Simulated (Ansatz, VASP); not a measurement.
TaBi: VASP beside Ansatz

The input INCAR:

```
ALGO = Normal
EDIFF = 1E-7
ENCUT = 520
GGA = PE
ISIF = 2
ISMEAR = 0
LASPH = True
LCHARG = False
LREAL = False
LWAVE = False
NBANDS = 20
NELM = 100
PREC = Accurate
SIGMA = 0.05
```

KPOINTS

```
k-points
0
Gamma
  10 10 10
```

Contents of POSCAR:

```
TaBi
1.0
    0.0000000000      3.2088007285      3.2088007285
    3.2088007285      0.0000000000      3.2088007285
    3.2088007285      3.2088007285      0.0000000000
Ta Bi
1 1
Direct
    0.0000000000      0.0000000000      0.0000000000
    0.2500000000      0.2500000000      0.2500000000
```

Input for Ansatz:

```yaml
crystal:
  lattice:
    - [0.0, 3.2088007285, 3.2088007285]
    - [3.2088007285, 0.0, 3.2088007285]
    - [3.2088007285, 3.2088007285, 0.0]
  atoms:
    - { symbol: Ta, position: [0.0, 0.0, 0.0] }
    - { symbol: Bi, position: [0.25, 0.25, 0.25] }
basis:
  ecutwfc: 420
  ecutrho_ratio: 4
kpoints:
  mp_grid: { grid: [10, 10, 10] }
hamiltonian:
  xc: pbe
scf:
  occupations: { method: gaussian, width: 0.05 }
output:
  forces: true
  stress: true
  eigenvalues: true
```

Alike in both runs: task single point; functional PBE; k mesh 10 × 10 × 10; occupations gaussian, width 0.05 eV; no spin polarisation.

```csv
,VASP,Ansatz
version,VASP 6.6.1,Ansatz 0.2.0
potentials or method,"VASP PAW PBE potentials, release 64 (Ta_pv, Bi_d), cutoff 520 eV","scalar-relativistic, plane waves, PAW"
valence electrons in the cell,26,28
```

```csv
,VASP,Ansatz,Ansatz less VASP
gap on the k mesh at the Fermi level (eV),none,none,-
pressure (GPa),1.2,1.3,+0.05
```

A gap of «none» marks a metal or a gap that the smearing closes. VASP's potentials hold 26 valence electrons a cell and Ansatz's 28, so a difference there can come from the potentials and not from the codes.

Neither program's run includes spin-orbit coupling.
